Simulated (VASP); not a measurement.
# Zn24S23O (a cell with a defect) in VASP: electric field gradients with PBE

Aim: the electric field gradients of Zn24S23O (a cell with a defect) with PBE.

Everything below comes from runs of VASP 6.6.1. Logs are shortened: lines on timing, memory, paths and dates and some standing lists are left out, and cuts for length are marked.

**1. The cell of the first run**

The cell holds a defect, 48 atoms: a = 7.624 Å, b = 7.624 Å, c = 18.690 Å, α = 90.00°, β = 90.00°, γ = 120.00°.

**2. Electric field gradients, PBE**

Contents of INCAR:

```
SYSTEM = Zn24S23O
  ALGO = Fast
  EDIFF = 1E-8
  ENCUT = 520
  GGA = PE
  ISIF = 2
  ISMEAR = -1
  LASPH = .TRUE.
  LCHARG = .FALSE.
  LEFG = .TRUE.
  LREAL = Auto
  LWAVE = .FALSE.
  NBANDS = 246
  NELM = 100
  PREC = Accurate
  SIGMA = 0.01
```

Contents of KPOINTS:

```
k-points
0
G
  3 3 1
  0 0 0
```

Contents of POSCAR:

```
Zn24S23O
1.0
    7.6240000000      0.0000000000      0.0000000000
   -3.8120000000      6.6025776784      0.0000000000
    0.0000000000      0.0000000000     18.6899900000
Zn S O
24 23 1
Direct
    0.0000000000      0.0000000000      0.0000000000
    0.0000000000      0.5000000000      0.0000000000
    0.5000000000      0.0000000000      0.0000000000
    0.5000000000      0.5000000000      0.0000000000
    0.0000000000      0.0000000000      0.5000000000
    0.0000000000      0.5000000000      0.5000000000
    0.5000000000      0.0000000000      0.5000000000
    0.5000000000      0.5000000000      0.5000000000
    0.1666666666      0.3333333334      0.1666700000
    0.1666666666      0.8333333334      0.1666700000
    0.6666666666      0.3333333334      0.1666700000
    0.6666666666      0.8333333334      0.1666700000
    0.3333333334      0.1666666666      0.6666700000
    0.3333333334      0.6666666666      0.6666700000
    0.8333333334      0.1666666666      0.6666700000
    0.8333333334      0.6666666666      0.6666700000
    0.3333333334      0.1666666666      0.3333300000
    0.3333333334      0.6666666666      0.3333300000
    0.8333333334      0.1666666666      0.3333300000
    0.8333333334      0.6666666666      0.3333300000
    0.1666666666      0.3333333334      0.8333300000
    0.1666666666      0.8333333334      0.8333300000
    0.6666666666      0.3333333334      0.8333300000
    0.6666666666      0.8333333334      0.8333300000
    0.0000000000      0.0000000000      0.1250000000
    0.0000000000      0.5000000000      0.1250000000
    0.5000000000      0.0000000000      0.1250000000
    0.5000000000      0.5000000000      0.1250000000
    0.0000000000      0.0000000000      0.6250000000
    0.0000000000      0.5000000000      0.6250000000
    0.5000000000      0.0000000000      0.6250000000
    0.5000000000      0.5000000000      0.6250000000
    0.1666666666      0.3333333334      0.2916700000
    0.1666666666      0.8333333334      0.2916700000
    0.6666666666      0.3333333334      0.2916700000
    0.6666666666      0.8333333334      0.2916700000
    0.3333333334      0.1666666666      0.7916700000
    0.3333333334      0.6666666666      0.7916700000
    0.8333333334      0.1666666666      0.7916700000
    0.8333333334      0.6666666666      0.7916700000
    0.3333333334      0.6666666666      0.4583300000
    0.8333333334      0.1666666666      0.4583300000
    0.8333333334      0.6666666666      0.4583300000
    0.1666666666      0.3333333334      0.9583300000
    0.1666666666      0.8333333334      0.9583300000
    0.6666666666      0.3333333334      0.9583300000
    0.6666666666      0.8333333334      0.9583300000
    0.3333333334      0.1666666666      0.4583300000
```

Potentials or basis: VASP PAW PBE potentials, release 64 (Zn, S, O).

Command:

```
$ cat potpaw_PBE.64/Zn/POTCAR potpaw_PBE.64/S/POTCAR potpaw_PBE.64/O/POTCAR > POTCAR
$ mpirun -np 1 vasp_std > vasp.out
```

OUTCAR:

```text
SYSTEM = Zn24S23O
   EDIFF = 1E-8
   ENCUT = 520
   GGA = PE
   ISIF = 2
   ISMEAR = -1
   LASPH = .TRUE.
   LREAL = Auto
   NELM = 100
   PREC = Accurate

 ion  position               nearest neighbor table
   1  0.000  0.000  0.000-  45 2.33  44 2.33  47 2.33  25 2.34
   2  0.000  0.500  0.000-  44 2.33  45 2.33  46 2.33  26 2.34
   3  0.500  0.000  0.000-  47 2.33  46 2.33  45 2.33  27 2.34
   4  0.500  0.500  0.000-  46 2.33  47 2.33  44 2.33  28 2.34
   5  0.000  0.000  0.500-  42 2.33  43 2.33  48 2.33  29 2.34
   6  0.000  0.500  0.500-  43 2.33  42 2.33  41 2.33  30 2.34
[... 40 lines left out ...]
  47  0.667  0.833  0.958-   3 2.33   4 2.33   1 2.33  24 2.34
  48  0.333  0.167  0.458-   7 2.33   8 2.33   5 2.33  17 2.34

  LATTYP: Found a hexagonal cell.
 ALAT       =     7.6240000000
 C/A-ratio  =     2.4514677335

  Lattice vectors:

 A1 = (   7.6240000000,   0.0000000000,   0.0000000000)
 A2 = (  -3.8120000000,   6.6025776784,   0.0000000000)
 A3 = (   0.0000000000,   0.0000000000,  18.6899900000)

Analysis of symmetry for initial positions (statically):
=====================================================================
 Subroutine PRICEL returns:
 Original cell was already a primitive cell.

 Routine SETGRP: Setting up the symmetry group for a
 hexagonal supercell.

 Subroutine GETGRP returns: Found  6 space group operations
 (whereof  2 operations were pure point group operations)
 out of a pool of 24 trial point group operations.

The static configuration has the point symmetry C_1h.
 The point group associated with its full space group is C_3v.

Analysis of symmetry for dynamics (positions and initial velocities):
=====================================================================
 Subroutine PRICEL returns:
 Original cell was already a primitive cell.

 Routine SETGRP: Setting up the symmetry group for a
 hexagonal supercell.

 Subroutine GETGRP returns: Found  6 space group operations
 (whereof  2 operations were pure point group operations)
 out of a pool of 24 trial point group operations.

The dynamic configuration has the point symmetry C_1h.
 The point group associated with its full space group is C_3v.

 Subroutine INISYM returns: Found  6 space group operations
 (whereof  2 operations are pure point group operations),
 and found     1 'primitive' translations

----------------------------------------------------------------------------------------

                                     Primitive cell

  volume of cell :     940.8177

  direct lattice vectors                    reciprocal lattice vectors
     7.624000000  0.000000000  0.000000000     0.131164743  0.075728000  0.000000000
    -3.812000000  6.602577678  0.000000000     0.000000000  0.151455999  0.000000000
     0.000000000  0.000000000 18.689990000     0.000000000  0.000000000  0.053504577

  length of vectors
     7.624000000  7.624000000 18.689990000     0.151455999  0.151455999  0.053504577

  position of ions in fractional coordinates (direct lattice)
     0.000000000  0.000000000  0.000000000
     0.000000000  0.500000000  0.000000000
     0.500000000  0.000000000  0.000000000
     0.500000000  0.500000000  0.000000000
     0.000000000  0.000000000  0.500000000
     0.000000000  0.500000000  0.500000000
[... 40 lines left out ...]
     0.666666667  0.833333333  0.958330000
     0.333333333  0.166666667  0.458330000

  ion indices of the primitive-cell ions
   primitive index   ion index
                 1           1
                 2           2
                 3           3
                 4           4
                 5           5
                 6           6
[... 40 lines left out ...]
                47          47
                48          48

[... 51 lines left out ...]
   EDIFFG = 0.1E-06   stopping-criterion for IOM
   NSW    =      0    number of steps for IOM
   IBRION =     -1    ionic relax: 0-MD 1-quasi-New 2-CG
   NFREE  =      0    steps in history (QN), initial steepest desc. (CG)
   ISIF   =      2    stress and relaxation
   ISYM   =      2    0-nonsym 1-usesym 2-fastsym
   POTIM  = 0.5000    time-step for ionic-motion
   TEBEG  =    0.0;   TEEND  =   0.0 temperature during run
   PSTRESS=    0.0 pullay stress
   NELECT =     432.0000    total number of electrons
   NUPDOWN=      -1.0000    fix difference up-down
   EMIN   =  10.00;   EMAX   =-10.00  energy-range for DOS
   EFERMI =   0.00;   METHOD = LEGACY
   ISMEAR =    -1;   SIGMA  =   0.01  broadening in eV -4-tet -1-fermi 0-gaus
   EFERMI_NEDOS =   21; number of points for ismear=-14 and -15
   IALGO  =     68    algorithm
   IMIX   =      4    mixing-type and parameters
     AMIX     =   0.40;   BMIX     =  1.00
     AMIX_MAG =   1.60;   BMIX_MAG =  1.00
  volume/ion in A,a.u.               =      19.60       132.27
  Fermi-wavevector in a.u.,A,eV,Ry     =   1.262993  2.386711 21.703349  1.595151
  Thomas-Fermi vector in A             =   2.396373
   LORBIT       =      0    0 simple, 1 ext, 2 COOP (PROOUT), +10 PAW based schemes
   GGA     = PE    functional components
   LHFCALC =     F    Hartree Fock is set to
   AEXX    =    0.0000 exact exchange contribution
   IVDW    =     0    specifies the selected vdW correction
   LEPSILON=     F    determine dielectric tensor
   LRPA    =     F    only Hartree local field effects (RPA)
 non-spin polarized calculation
 RMM-DIIS sequential band-by-band and
  energy-cutoff  :      520.00
  volume of cell :      940.82
 maximum number of plane-waves:     25428
 NGX is ok and might be reduce to    60
   NGX = 29   NGY = 29   NGZ = 69

 number of electron     432.0000305 magnetization

 Free energy of the ion-electron system (eV)
  ---------------------------------------------------
  ext. energy  EPLUGINS =         0.00000000
  ---------------------------------------------------
  free energy    TOTEN  =      -164.96735983 eV

  energy without entropy =     -164.96735983  energy(sigma->0) =     -164.96735983

 E-fermi :   2.2991     XC(G=0):  -9.6114

 val. band max:        2.0022653101   @ k =   0.0000   0.0000   0.0000
 cond. band min:       3.9363383487   @ k =   0.0000   0.0000   0.0000
 fundamental gap:      1.9340730387
 Fermi energy:         2.2990642996

 k-point     1 :       0.0000    0.0000    0.0000
  band No.  band energies     occupation
      1     -13.3134      2.00000
      2     -11.1561      2.00000
      3     -10.9738      2.00000
      4     -10.8971      2.00000
      5     -10.5086      2.00000
      6     -10.4729      2.00000
[... 682 lines left out ...]
    227       6.4852      0.00000
    228       6.5441      0.00000
 [bands above 228 left out]

------------------------ aborting loop because EDIFF is reached ----------------------------------------

  FORCE on cell =-STRESS in cart. coord.  units (eV):
  Direction    XX          YY          ZZ          XY          YZ          ZX
  --------------------------------------------------------------------------------------
  -------------------------------------------------------------------------------------
  Total        7.3048467      7.3048467      7.1745915      0.0000000     -0.0000000      0.0000000
  in kB       12.4398806     12.4398806     12.2180609      0.0000000     -0.0000000      0.0000000
  external PRESSURE =      12.3659407 kB  Pullay stress =       0.0000000 kB

 VOLUME and BASIS-vectors are now :
 -----------------------------------------------------------------------------
  energy-cutoff  :      520.00
  volume of cell :      940.82
      direct lattice vectors                 reciprocal lattice vectors
     7.624000000  0.000000000  0.000000000     0.131164743  0.075728000  0.000000000
    -3.812000000  6.602577678  0.000000000     0.000000000  0.151455999  0.000000000
     0.000000000  0.000000000 18.689990000     0.000000000  0.000000000  0.053504577

 POSITION                                       TOTAL-FORCE (eV/Angst)
 -----------------------------------------------------------------------------------
      0.00000      0.00000      0.00000        -0.000318     -0.000184     -0.000908
     -1.90600      3.30129      0.00000        -0.000000      0.000000     -0.010275
      3.81200      0.00000      0.00000         0.000318     -0.000184     -0.000908
      1.90600      3.30129      0.00000        -0.000000      0.000367     -0.000908
      0.00000      0.00000      9.34500         1.111257      0.641585     -0.444681
     -1.90600      3.30129      9.34500        -0.000000      0.000000     -0.015051
[... 40 lines left out ...]
      1.90600      5.50215     17.91118        -0.000000      0.000000     -0.029186
      1.90600      1.10043      8.56618        -0.000000      0.000000      0.008736
 -----------------------------------------------------------------------------------
    total drift:                                0.000008     -0.000011     -0.003226

  FREE ENERGIE OF THE ION-ELECTRON SYSTEM (eV)
  ---------------------------------------------------
  free  energy   TOTEN  =      -164.9673598269 eV

  energy  without entropy=     -164.9673598269  energy(sigma->0) =     -164.96735983

 Electric field gradients (V/A^2)
---------------------------------------------------------------------
 ion       V_xx      V_yy      V_zz      V_xy      V_xz      V_yz
---------------------------------------------------------------------
   1       0.350     0.355    -0.706    -0.006    -0.019    -0.011
   2       0.176     0.175    -0.351    -0.001    -0.000     0.000
   3       0.350     0.355    -0.706     0.004     0.019    -0.011
   4       0.359     0.347    -0.706    -0.001    -0.000     0.022
   5      19.770    -5.954   -13.816    22.276   -16.055    -9.269
   6       0.200     0.199    -0.399    -0.001     0.000    -0.000
[... 40 lines left out ...]
  47      -0.275    -0.276     0.551    -0.000    -0.000     0.000
  48       0.505     0.508    -1.012     0.003     0.000    -0.000
---------------------------------------------------------------------

 Electric field gradients after diagonalization (V/A^2)
 (convention: |V_zz| > |V_xx| > |V_yy|)
----------------------------------------------------------------------
 ion       V_xx      V_yy      V_zz     asymmetry (V_yy - V_xx)/ V_zz
----------------------------------------------------------------------
   1       0.359     0.347    -0.706       0.017
   2       0.176     0.174    -0.351       0.005
   3       0.358     0.348    -0.706       0.013
   4       0.359     0.347    -0.706       0.017
   5     -20.308   -18.815    39.123       0.038
   6       0.201     0.199    -0.399       0.005
[... 40 lines left out ...]
  47      -0.276    -0.275     0.551       0.002
  48       0.509     0.503    -1.012       0.006
----------------------------------------------------------------------

           NMR quadrupolar parameters

 Cq : quadrupolar parameter    Cq=e*Q*V_zz/h
 eta: asymmetry parameters     (V_yy - V_xx)/ V_zz
 Q  : nuclear electric quadrupole moment in mb (millibarn)
----------------------------------------------------------------------
 ion       Cq(MHz)       eta       Q (mb)
----------------------------------------------------------------------
   1      -0.002       0.017       1.000
   2      -0.001       0.005       1.000
   3      -0.002       0.013       1.000
   4      -0.002       0.017       1.000
   5       0.095       0.038       1.000
   6      -0.001       0.005       1.000
[... 40 lines left out ...]
  47       0.001       0.002       1.000
  48      -0.002       0.006       1.000
----------------------------------------------------------------------
```

It took 22 min on 1 thread of Intel Xeon 6975P-C (Granite Rapids), shared host; peak memory 1.3 GiB.

Results:

* Free energy: -164.9674 eV
* Pressure: 1.2 GPa
* Largest force: 1.358 eV/Å
* Band gap on the k mesh: 1.93 eV
* Largest electric field gradient by atom: Zn -0.7, -0.4, +39.1, +1.3, +0.7, +1.2, +1.1, +39.7, +0.5, +0.6 (each value once); S +1.6, +1.8, +5.1, +1.2, +4.8, +0.7, -0.1, +0.6, +8.5 (each value once); O -1.0 V/Å²

Forces on the atoms (eV/Å):
```
Zn   0.000  0.000 -0.001
Zn   0.000  0.000 -0.010
Zn   0.000  0.000 -0.001
Zn   0.000  0.000 -0.001
Zn   1.111  0.642 -0.445
Zn   0.000  0.000 -0.015
Zn  -1.111  0.642 -0.445
Zn   0.000 -1.283 -0.445
Zn   0.011 -0.007  0.016
Zn   0.000  0.013  0.016
Zn  -0.011 -0.007  0.016
Zn   0.000  0.000  0.029
Zn   0.000  0.000 -0.026
Zn  -0.012 -0.007  0.006
Zn   0.000  0.014  0.006
Zn   0.012 -0.007  0.006
Zn   0.000  0.000  1.351
Zn  -0.002 -0.001  0.009
Zn   0.000  0.002  0.009
Zn   0.002 -0.001  0.009
Zn   0.003 -0.002  0.000
Zn   0.000  0.004  0.000
Zn  -0.003 -0.002  0.000
Zn   0.000  0.000  0.004
S    0.000  0.000  0.018
S    0.000  0.000  0.042
S    0.000  0.000  0.018
S    0.000  0.000  0.018
S    0.073  0.042 -0.049
S    0.000  0.000  0.030
S   -0.073  0.042 -0.049
S    0.000 -0.084 -0.049
S    0.034 -0.020  0.103
S    0.000  0.039  0.103
S   -0.034 -0.020  0.103
S    0.000  0.000 -0.016
S    0.000  0.000 -0.001
S    0.003  0.002 -0.013
S    0.000 -0.004 -0.013
S   -0.003  0.002 -0.013
S   -0.055 -0.031 -0.072
S    0.000  0.063 -0.072
S    0.055 -0.031 -0.072
S   -0.002  0.001 -0.028
S    0.000 -0.002 -0.028
S    0.002  0.001 -0.028
S    0.000  0.000 -0.029
O    0.000  0.000  0.009
```

Levels at points of the mesh, in eV from the valence-band top:
| k point | band 213 | band 214 | band 215 | band 216 | band 217 | band 218 | band 219 | band 220 |
| --- | --- | --- | --- | --- | --- | --- | --- | --- |
| (0.00, 0.00, 0.00) | -0.23 | -0.02 | 0.00 | 0.00 | 1.93 | 2.79 | 3.24 | 3.27 |

Electric field gradients, principal values (V/Å²):
```tsv
atom	least	middle	greatest (by size)
1 Zn	0.347	0.359	-0.706
2 Zn	0.174	0.176	-0.351
3 Zn	0.348	0.358	-0.706
4 Zn	0.347	0.359	-0.706
5 Zn	-18.815	-20.308	39.123
6 Zn	0.199	0.201	-0.399
7 Zn	-18.816	-20.308	39.124
8 Zn	-18.815	-20.308	39.123
9 Zn	-0.414	-0.887	1.301
10 Zn	-0.416	-0.885	1.301
11 Zn	-0.416	-0.885	1.301
12 Zn	-0.360	-0.362	0.722
13 Zn	-0.601	-0.603	1.205
14 Zn	-0.482	-0.597	1.078
15 Zn	-0.482	-0.597	1.078
16 Zn	-0.483	-0.595	1.078
17 Zn	-19.854	-19.856	39.710
18 Zn	-0.114	-0.356	0.470
19 Zn	-0.114	-0.356	0.470
20 Zn	-0.115	-0.355	0.470
21 Zn	-0.262	-0.402	0.664
22 Zn	-0.261	-0.403	0.664
23 Zn	-0.261	-0.403	0.664
24 Zn	-0.320	-0.322	0.642
25 S	-0.707	-0.904	1.611
26 S	-0.895	-0.896	1.791
27 S	-0.708	-0.903	1.611
28 S	-0.707	-0.904	1.611
29 S	-2.036	-3.039	5.075
30 S	-0.623	-0.624	1.247
31 S	-2.037	-3.038	5.075
32 S	-2.036	-3.039	5.075
33 S	-2.408	-2.438	4.846
34 S	-2.408	-2.438	4.846
35 S	-2.408	-2.438	4.846
36 S	-0.347	-0.348	0.696
37 S	0.044	0.045	-0.089
38 S	-0.291	-0.329	0.620
39 S	-0.291	-0.329	0.620
40 S	-0.290	-0.330	0.620
41 S	-3.600	-4.862	8.462
42 S	-3.600	-4.862	8.462
43 S	-3.599	-4.861	8.460
44 S	-0.238	-0.353	0.591
45 S	-0.239	-0.352	0.591
46 S	-0.239	-0.352	0.591
47 S	-0.275	-0.276	0.551
48 O	0.503	0.509	-1.012
```

Caveat: without QUAD_EFG the Cq values of the log hold for a quadrupole moment of 1 mb, not for the nuclei.
